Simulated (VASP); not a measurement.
# Cu (I4/mmm) in VASP: further runs

Runs on Cu. Level: LDA. Tasks: single point.

Program: VASP 6.6.1. These are calculated values, not measurements. Logs are shortened: lines on timing, memory, paths and dates and some standing lists are left out, and cuts for length are marked.

## (1) The cell of the first run

It takes space group I4/mmm (No. 139, tetragonal). Conventional cell: a = 2.890 Å, b = 2.890 Å, c = 2.649 Å, α = 90.00°, β = 90.00°, γ = 90.00°. Within 3.2 Å of Cu (site symmetry 4/mmm) lie 14 Cu at 2.44 to 2.89 Å.

## (2) Single point, LDA

INCAR

```
PREC     = Accurate       # precision mode
ENCUT    = 820            # plane-wave cutoff, eV
EDIFF    = 1E-6           # SCF threshold, eV
ISMEAR   = 0              # smearing method
SIGMA    = 0.15           # smearing width, eV
LREAL    = False          # projectors in reciprocal space
LASPH    = True           # aspherical terms in the spheres
NELM     = 120            # most SCF steps
ALGO     = Normal         # electronic algorithm
ISIF     = 2              # what is computed and relaxed
LWAVE    = False          # write WAVECAR
LCHARG   = False          # write CHGCAR
GGA      = CA             # functional
NBANDS   = 16             # bands
GGA_COMPAT= False
```

KPOINTS

```
regular mesh
0
Gamma
  22 22 22
```

POSCAR

```
Cu
1.0
   -1.4452500000      1.4452500000      1.3243000000
    1.4452500000     -1.4452500000      1.3243000000
    1.4452500000      1.4452500000     -1.3243000000
Cu
1
Direct
    0.0000000000      0.0000000000      0.0000000000
```

Potentials or basis: VASP PAW LDA potentials, release 64 (Cu_sv_GW).

Command:

```bash
$ cat potpaw_LDA.64/Cu_sv_GW/POTCAR > POTCAR
$ mpirun -np 1 vasp_std > vasp.out
```

OUTCAR:

```text
PREC = Accurate
   ENCUT = 820
   EDIFF = 1E-6
   ISMEAR = 0
   LREAL = False
   LASPH = True
   NELM = 120
   ISIF = 2
   GGA = CA

 ion  position               nearest neighbor table
   1  0.000  0.000  0.000-

  LATTYP: Found a body centered tetragonal cell.
 ALAT       =     2.8905000000
 C/A-ratio  =     0.9163120567

  Lattice vectors:

 A1 = (  -1.4452500000,   1.4452500000,   1.3243000000)
 A2 = (   1.4452500000,  -1.4452500000,   1.3243000000)
 A3 = (   1.4452500000,   1.4452500000,  -1.3243000000)

Analysis of symmetry for initial positions (statically):
=====================================================================
 Subroutine PRICEL returns:
 Original cell was already a primitive cell.

 Routine SETGRP: Setting up the symmetry group for a
 body centered tetragonal supercell.

 Subroutine GETGRP returns: Found 16 space group operations
 (whereof 16 operations were pure point group operations)
 out of a pool of 16 trial point group operations.

The static configuration has the point symmetry D_4h.

Analysis of symmetry for dynamics (positions and initial velocities):
=====================================================================
 Subroutine PRICEL returns:
 Original cell was already a primitive cell.

 Routine SETGRP: Setting up the symmetry group for a
 body centered tetragonal supercell.

 Subroutine GETGRP returns: Found 16 space group operations
 (whereof 16 operations were pure point group operations)
 out of a pool of 16 trial point group operations.

The dynamic configuration has the point symmetry D_4h.

 Subroutine INISYM returns: Found 16 space group operations
 (whereof 16 operations are pure point group operations),
 and found     1 'primitive' translations

----------------------------------------------------------------------------------------

                                     Primitive cell

  volume of cell :      11.0645

  direct lattice vectors                    reciprocal lattice vectors
    -1.445250000  1.445250000  1.324300000     0.000000000  0.345960906  0.377557955
     1.445250000 -1.445250000  1.324300000     0.345960906  0.000000000  0.377557955
     1.445250000  1.445250000 -1.324300000     0.345960906  0.345960906  0.000000000

  length of vectors
     2.435418981  2.435418981  2.435418981     0.512092724  0.512092724  0.489262606

  position of ions in fractional coordinates (direct lattice)
     0.000000000  0.000000000  0.000000000

  ion indices of the primitive-cell ions
   primitive index   ion index
                 1           1

----------------------------------------------------------------------------------------

 KPOINTS: regular mesh

Automatic generation of k-mesh.
 Grid dimensions read from file:
 generate k-points for:   22   22   22

 Generating k-lattice:

  Cartesian coordinates                     Fractional coordinates (reciprocal lattice)
     0.000000000  0.015725496  0.017161725     0.045454545  0.000000000  0.000000000
     0.015725496  0.000000000  0.017161725     0.000000000  0.045454545  0.000000000
     0.015725496  0.015725496  0.000000000     0.000000000  0.000000000  0.045454545

  Length of vectors
     0.023276942  0.023276942  0.022239209

  Shift w.r.t. Gamma in fractional coordinates (k-lattice)
     0.000000000  0.000000000  0.000000000

 Subroutine IBZKPT returns following result:
 ===========================================

 Found    834 irreducible k-points:

 Following reciprocal coordinates:
            Coordinates               Weight
  0.000000  0.000000  0.000000      1.000000
  0.045455  0.000000  0.000000      8.000000
  0.090909  0.000000  0.000000      8.000000
  0.136364  0.000000 -0.000000      8.000000
  0.181818  0.000000 -0.000000      8.000000
  0.227273  0.000000  0.000000      8.000000
[... 16 lines left out ...]
  0.500000  0.045455  0.000000     16.000000
 -0.454545  0.045455  0.000000     16.000000
 [... further k-points ...]
   k-points           NKPTS =    834   k-points in BZ     NKDIM =    834   number of bands    NBANDS=     16
   number of dos      NEDOS =    301   number of ions     NIONS =      1
   total plane-waves  NPLWV =  13824
   dimension x,y,z NGX =    24 NGY =   24 NGZ =   24
   dimension x,y,z NGXF=    48 NGYF=   48 NGZF=   48
   ions per type =               1
   NGX,Y,Z   is equivalent  to a cutoff of  16.38, 16.38, 16.38 a.u.
   NGXF,Y,Z  is equivalent  to a cutoff of  32.77, 32.77, 32.77 a.u.
 SYSTEM =  unknown system
   PREC   = accura    normal or accurate (medium, high low for compatibility)
   ISTART =      0    job   : 0-new  1-cont  2-samecut
   ICHARG =      2    charge: 1-file 2-atom 10-const
   ISPIN  =      1    spin polarized calculation?
   LNONCOLLINEAR =      F non collinear calculations
   LSORBIT =      F    spin-orbit coupling
   LASPH  =      T    aspherical Exc in radial PAW
   ENCUT  =  820.0 eV  60.27 Ry    7.76 a.u.   5.69  5.69  5.69*2*pi/ulx,y,z
   NELM   =    120;   NELMIN=  2; NELMDL= -5     # of ELM steps
   EDIFF  = 0.1E-05   stopping-criterion for ELM
   LREAL  =      F    real-space projection
   EDIFFG = 0.1E-04   stopping-criterion for IOM
   NSW    =      0    number of steps for IOM
   IBRION =     -1    ionic relax: 0-MD 1-quasi-New 2-CG
   NFREE  =      0    steps in history (QN), initial steepest desc. (CG)
   ISIF   =      2    stress and relaxation
   ISYM   =      2    0-nonsym 1-usesym 2-fastsym
   POTIM  = 0.5000    time-step for ionic-motion
   TEBEG  =    0.0;   TEEND  =   0.0 temperature during run
   PSTRESS=    0.0 pullay stress
   NELECT =      19.0000    total number of electrons
   NUPDOWN=      -1.0000    fix difference up-down
   EMIN   =  10.00;   EMAX   =-10.00  energy-range for DOS
   EFERMI =   0.00;   METHOD = LEGACY
   ISMEAR =     0;   SIGMA  =   0.15  broadening in eV -4-tet -1-fermi 0-gaus
   EFERMI_NEDOS =   21; number of points for ismear=-14 and -15
   IALGO  =     38    algorithm
   IMIX   =      4    mixing-type and parameters
     AMIX     =   0.40;   BMIX     =  1.00
     AMIX_MAG =   1.60;   BMIX_MAG =  1.00
  volume/ion in A,a.u.               =      11.06        74.67
  Fermi-wavevector in a.u.,A,eV,Ry     =   1.960418  3.704652 52.290415  3.843237
  Thomas-Fermi vector in A             =   2.985576
   LORBIT       =      0    0 simple, 1 ext, 2 COOP (PROOUT), +10 PAW based schemes
   GGA     = CA    functional components
   LHFCALC =     F    Hartree Fock is set to
   AEXX    =    0.0000 exact exchange contribution
   IVDW    =     0    specifies the selected vdW correction
   LEPSILON=     F    determine dielectric tensor
   LRPA    =     F    only Hartree local field effects (RPA)
 non-spin polarized calculation
 Gauss-broadening in eV      SIGMA  =   0.15
  energy-cutoff  :      820.00
  volume of cell :       11.06
 maximum number of plane-waves:       606
   NGX = 11   NGY = 11   NGZ = 11

 number of electron      18.9999992 magnetization

 Free energy of the ion-electron system (eV)
  ---------------------------------------------------
  ext. energy  EPLUGINS =         0.00000000
  ---------------------------------------------------
  free energy    TOTEN  =        -4.82066200 eV

  energy without entropy =       -4.81631737  energy(sigma->0) =       -4.81848969

 E-fermi :   8.0457     XC(G=0): -14.2514

 val. band max:        8.0408371523   @ k =   0.5000   0.2273   0.1364
 cond. band min:       8.0463060888   @ k =   0.3182   0.0909   0.0909
 fundamental gap:      0.0054689365
 Fermi energy:         8.0457242135

 k-point     1 :       0.0000    0.0000    0.0000
  band No.  band energies     occupation
      1    -103.6458      2.00000
      2     -61.5283      2.00000
      3     -61.5210      2.00000
      4     -61.5210      2.00000
      5      -1.8852      2.00000
      6       4.4341      2.00000
[... 8 lines left out ...]
     15      37.0695      0.00000
     16      37.5895      0.00000

 k-point     2 :       0.0455    0.0000    0.0000
  band No.  band energies     occupation
      1    -103.6453      2.00000
      2     -61.5300      2.00000
      3     -61.5221      2.00000
      4     -61.5220      2.00000
      5      -1.7986      2.00000
      6       4.4448      2.00000
[... 8 lines left out ...]
     15      36.6872      0.00000
     16      36.9359      0.00000

 k-point     3 :       0.0909    0.0000    0.0000
  band No.  band energies     occupation
      1    -103.6439      2.00000
      2     -61.5377      2.00000
      3     -61.5253      2.00000
      4     -61.5237      2.00000
      5      -1.5409      2.00000
      6       4.4555      2.00000
[... 8 lines left out ...]
     15      35.8107      0.00000
     16      36.8483      0.00000

 k-point     4 :       0.1364    0.0000   -0.0000
  band No.  band energies     occupation
      1    -103.6419      2.00000
      2     -61.5514      2.00000
      3     -61.5305      2.00000
      4     -61.5247      2.00000
      5      -1.1192      2.00000
      6       4.4236      2.00000
[... 8 lines left out ...]
     15      34.9678      0.00000
     16      37.1792      0.00000

 k-point     5 :       0.1818    0.0000   -0.0000
  band No.  band energies     occupation
      1    -103.6391      2.00000
      2     -61.5688      2.00000
      3     -61.5370      2.00000
      4     -61.5255      2.00000
      5      -0.5476      2.00000
      6       4.3421      2.00000
[... 8 lines left out ...]
     15      34.2696      0.00000
     16      37.7647      0.00000

 k-point     6 :       0.2273    0.0000    0.0000
  band No.  band energies     occupation
      1    -103.6359      2.00000
      2     -61.5889      2.00000
      3     -61.5446      2.00000
      4     -61.5263      2.00000
      5       0.1465      2.00000
      6       4.2311      2.00000
[... 8 lines left out ...]
     15      33.7331      0.00000
     16      38.5223      0.00000
[... 267 lines left out ...]
 k-point    21 :       0.4091    0.0455    0.0000
  band No.  band energies     occupation
      1    -103.6234      2.00000
      2     -61.6657      2.00000
      3     -61.5737      2.00000
      4     -61.5304      2.00000
      5       2.5582      2.00000
      6       3.7832      2.00000
[... 8 lines left out ...]
     15      33.1909      0.00000
     16      41.0180      0.00000

 k-point    22 :       0.4545    0.0455    0.0000
  band No.  band energies     occupation
      1    -103.6225      2.00000
      2     -61.6712      2.00000
      3     -61.5760      2.00000
      4     -61.5304      2.00000
      5       2.6118      2.00000
      6       3.7507      2.00000
[... 8 lines left out ...]
     15      33.2086      0.00000
     16      41.7262      0.00000

 k-point    23 :       0.5000    0.0455    0.0000
  band No.  band energies     occupation
      1    -103.6225      2.00000
      2     -61.6707      2.00000
      3     -61.5761      2.00000
      4     -61.5302      2.00000
      5       2.6092      2.00000
      6       3.7524      2.00000
[... 8 lines left out ...]
     15      33.2662      0.00000
     16      42.3203      0.00000

 k-point    24 :      -0.4545    0.0455    0.0000
  band No.  band energies     occupation
      1    -103.6235      2.00000
      2     -61.6648      2.00000
      3     -61.5739      2.00000
      4     -61.5299      2.00000
      5       2.5483      2.00000
      6       3.7880      2.00000
[... 8 lines left out ...]
     15      33.3668      0.00000
     16      42.7108      0.00000

 [... further k-points ...]
[... 5 lines left out ...]
  --------------------------------------------------------------------------------------
  -------------------------------------------------------------------------------------
  Total       -0.2044961     -0.2044961     -0.1584198      0.0000000     -0.0000000      0.0000000
  in kB      -29.6116897    -29.6116897    -22.9397041      0.0000000     -0.0000000      0.0000000
  external PRESSURE =     -27.3876945 kB  Pullay stress =       0.0000000 kB

 VOLUME and BASIS-vectors are now :
 -----------------------------------------------------------------------------
  energy-cutoff  :      820.00
  volume of cell :       11.06
      direct lattice vectors                 reciprocal lattice vectors
    -1.445250000  1.445250000  1.324300000     0.000000000  0.345960906  0.377557955
     1.445250000 -1.445250000  1.324300000     0.345960906  0.000000000  0.377557955
     1.445250000  1.445250000 -1.324300000     0.345960906  0.345960906  0.000000000

 POSITION                                       TOTAL-FORCE (eV/Angst)
 -----------------------------------------------------------------------------------
      0.00000      0.00000      0.00000        -0.000000      0.000000      0.000000
 -----------------------------------------------------------------------------------
    total drift:                                0.000000      0.000000      0.000000

  FREE ENERGIE OF THE ION-ELECTRON SYSTEM (eV)
  ---------------------------------------------------
  free  energy   TOTEN  =        -4.8206620045 eV

  energy  without entropy=       -4.8163173729  energy(sigma->0) =       -4.81848969
```

Run time: 73 s. Hardware: 1 thread of Intel Xeon 6975P-C (Granite Rapids), shared host; peak memory 0.43 GiB.

Results:

```
Free energy            : -4.8207 eV
Pressure               : -2.7 GPa
Band gap on the k mesh : zero (an odd number of electrons rules out a gap without spin polarisation)
```

## (3) Single point, LDA

INCAR

```
SYSTEM = Cu
ALGO = Normal ; EDIFF = 1E-6
ENCUT = 820 ; GGA = CA
GGA_COMPAT = .False. ; ISIF = 2
ISMEAR = 0 ; LASPH = .True.
LCHARG = .True. ; LELF = .True.
LREAL = .False. ; LVHAR = .True.
LWAVE = .False. ; NBANDS = 16
NELM = 120 ; PREC = Accurate
SIGMA = 0.15
```

KPOINTS

```
k-points
0
Gamma
  22 22 22
  0 0 0
```

POSCAR

```
Cu
1.0
   -1.4631000000      1.4631000000      1.2908000000
    1.4631000000     -1.4631000000      1.2908000000
    1.4631000000      1.4631000000     -1.2908000000
Cu
1
Direct
    0.0000000000      0.0000000000      0.0000000000
```

Potentials or basis: VASP PAW LDA potentials, release 64 (Cu_sv_GW).

Command:

```bash
$ cat potpaw_LDA.64/Cu_sv_GW/POTCAR > POTCAR
$ mpirun -np 1 vasp_std > vasp.out
```

Run time: 77 s. Hardware: 1 thread of Intel Xeon 6975P-C (Granite Rapids), shared host; peak memory 0.43 GiB.

The run converged. Its results:

```
Free energy            : -4.8188 eV
Pressure               : -2.3 GPa
Band gap on the k mesh : zero (an odd number of electrons rules out a gap without spin polarisation)
```

Stress tensor (GPa, compression positive):
```
-2.90  0.00  0.00
 0.00 -2.90  0.00
 0.00  0.00 -1.09
```

Levels at points of the mesh, in eV from the Fermi level:
```tsv
k point	band 6	band 7	band 8	band 9	band 10	band 11	band 12	band 13	band 14	band 15
(0.00, 0.00, 0.00)	-3.72	-3.13	-3.13	-2.63	-1.99	24.03	24.03	28.05	28.08	28.62
(0.50, 0.00, 0.00)	-4.37	-2.31	-1.81	-1.43	-0.41	5.23	17.03	17.08	21.28	24.46
(0.50, 0.50, 0.00)	-3.68	-2.72	-2.25	-1.48	-1.43	3.77	20.48	21.04	24.48	27.35
(0.50, 0.50, 0.50)	-5.05	-1.64	-1.64	-1.51	6.80	6.80	11.94	12.98	13.72	18.89
```

## (4) Single point, LDA

This run uses another cell than the first one, of 10.78 Å³/atom.

INCAR

```
SYSTEM = Cu
ALGO = Normal
EDIFF = 1E-6
ENCUT = 820
GGA_COMPAT = .False.
ISIF = 2
ISMEAR = 0
LASPH = .True.
LCHARG = .False.
LREAL = .False.
LWAVE = .False.
NBANDS = 16
NELM = 120
PREC = Accurate
SIGMA = 0.15
```

KPOINTS is that of step 3.

POSCAR

```
Cu
1.0
   -1.4452500000      1.4452500000      1.2908000000
    1.4452500000     -1.4452500000      1.2908000000
    1.4452500000      1.4452500000     -1.2908000000
Cu
1
Direct
    0.0000000000      0.0000000000      0.0000000000
```

Command:

```bash
$ cat potpaw_LDA.64/Cu_sv_GW/POTCAR > POTCAR
$ mpirun -np 1 vasp_std > vasp.out
```

It took 75 s on 1 thread of Intel Xeon 6975P-C (Granite Rapids), shared host; peak memory 0.43 GiB.

Results (log left out):

```yaml
Free_energy: -4.8175 eV
Pressure: 2.1 GPa
Band_gap_on_the_k_mesh: zero (an odd number of electrons rules out a gap without spin polarisation)
```

Stress tensor (GPa, compression positive):
```
1.61 0.00 0.00
0.00 1.61 0.00
0.00 0.00 3.18
```

Levels at points of the mesh, in eV from the Fermi level:
```
           k point  band 6  band 7  band 8  band 9  band 10  band 11  band 12  band 13  band 14  band 15
(0.00, 0.00, 0.00)   -3.79   -3.25   -3.25   -2.65    -2.05    24.51    24.51    28.09    28.73    29.13
(0.50, 0.00, 0.00)   -4.49   -2.35   -1.87   -1.45    -0.53     5.31    17.31    17.46    21.65    24.97
(0.50, 0.50, 0.00)   -3.84   -2.74   -2.29   -1.49    -1.46     3.98    20.42    21.10    24.55    27.59
(0.50, 0.50, 0.50)   -5.21   -1.67   -1.67   -1.54     7.03     7.03    11.72    13.26    14.14    18.98
```

## (5) Summary

```csv
cell,gap on the mesh (eV),pressure (GPa)
"a = 2.435 Å, angles 107.2, 107.2, 114.1°, 1 atom",none,-2.7
"a = 2.439 Å, angles 106.3, 106.3, 116.1°, 1 atom",none,-2.3
"a = 2.417 Å, angles 106.6, 106.6, 115.5°, 1 atom",none,2.1
```

Alike in all rows: task single point; level LDA; potentials or basis VASP PAW LDA potentials, release 64 (Cu_sv_GW); no spin polarisation; k mesh 22 × 22 × 22; cutoff (eV) 820; smearing gaussian 0.15 eV.

Total energies depend on the potentials used, so only differences within one code and one set of settings carry meaning.
